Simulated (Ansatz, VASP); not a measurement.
Sb in VASP and in Ansatz

INCAR

```
PREC = Accurate
ENCUT = 520
EDIFF = 1E-6
ISMEAR = 0
SIGMA = 0.15
LREAL = F
LASPH = T
NELM = 80
ALGO = Normal
ISIF = 2
LWAVE = F
LCHARG = F
GGA = PS
NBANDS = 12
```

The input KPOINTS:

```
regular mesh
0
Gamma
  12 12 12
```

POSCAR

```
Sb
1.0
    2.0860823220      1.2044001902      3.6878400000
   -2.0860823220      1.2044001902      3.6878400000
    0.0000000000     -2.4088003803      3.6878400000
Sb
2
Direct
    0.2336400000      0.2336400000      0.2336400000
    0.7663600000      0.7663600000      0.7663600000
```

Input for Ansatz:

```yaml
crystal:
  lattice:
    - [2.086082322, 1.2044001902, 3.68784]
    - [-2.086082322, 1.2044001902, 3.68784]
    - [0.0, -2.4088003803, 3.68784]
  atoms:
    - { symbol: Sb, position: [0.23364, 0.23364, 0.23364] }
    - { symbol: Sb, position: [0.76636, 0.76636, 0.76636] }
basis:
  ecutwfc: 420
kpoints:
  mp_grid: { grid: [12, 12, 12] }
hamiltonian:
  xc: pbesol
scf:
  occupations: { method: gaussian, width: 0.15 }
output:
  forces: true
  stress: true
  eigenvalues: true
```

Change from the starting cell: strain -0.030 along x and y, -0.015 along z, atoms carried along.

Alike in both runs: task single point; functional PBEsol; k mesh 12 × 12 × 12; occupations gaussian, width 0.15 eV; no spin polarisation.

```csv
,VASP,Ansatz
version,VASP 6.6.1,Ansatz 0.2.0
potentials or method,"VASP PAW PBE potentials, release 64 (Sb), cutoff 520 eV","scalar-relativistic, plane waves, PAW"
valence electrons in the cell,10,30
```

Ansatz gave:

```
gap on the k mesh at the Fermi level (eV)                     : none
pressure (GPa)                                                : 5.9
traceless stress, the component that is largest in VASP (GPa) : -1.29
rms of the force components (eV/Å)                            : 0.352
```

Task: Estimate VASP's values.

Result: gap on the k mesh at the Fermi level (eV): none; pressure (GPa): 6.2; traceless stress, the component that is largest in VASP (GPa): -1.38; rms of the force components (eV/Å): 0.399.

VASP's potentials were made for PBE, not for PBEsol. Atom by atom the forces differ by 0.047 eV/Å (rms over components). A gap of «none» marks a metal or a gap that the smearing closes. With one functional, cell and mesh, what is left measures potentials, basis and numerics. VASP's potentials hold 10 valence electrons a cell and Ansatz's 30, so a difference there can come from the potentials and not from the codes.

Spin-orbit coupling is off throughout.
